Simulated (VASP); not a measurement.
Crystal: SnTe.

```
CELL_PARAMETERS angstrom
0.00000 3.12970 3.12970
3.12970 0.00000 3.12970
3.12970 3.12970 0.00000
ATOMIC_POSITIONS crystal
Te 0.50000 0.50000 0.50000
Sn 0.00000 0.00000 0.00000
```

Base run:

| Quantity | Value |
| --- | --- |
| Program | VASP 6.6.1 |
| Functional | PBEsol |
| Dispersion | D4 |
| Potentials or basis | VASP PAW PBE potentials, release 64 (Te, Sn_d) |
| Cutoff | 520 eV |
| k mesh | 7 × 7 × 7 |
| Occupations | fermi-dirac, width 0.05 eV |
| Spin | no spin polarisation |

Its results: pressure -0.7 GPa.

Q: The run is repeated on the same cell with these changes: functional from PBEsol to BLYP. What comes out?

A: Pressure 3.0 GPa.

BLYP binds less tightly than PBEsol, so the same cell stands under more pressure.

Caveats: the PAW data sets were made with another functional, which shifts forces and pressure a little.
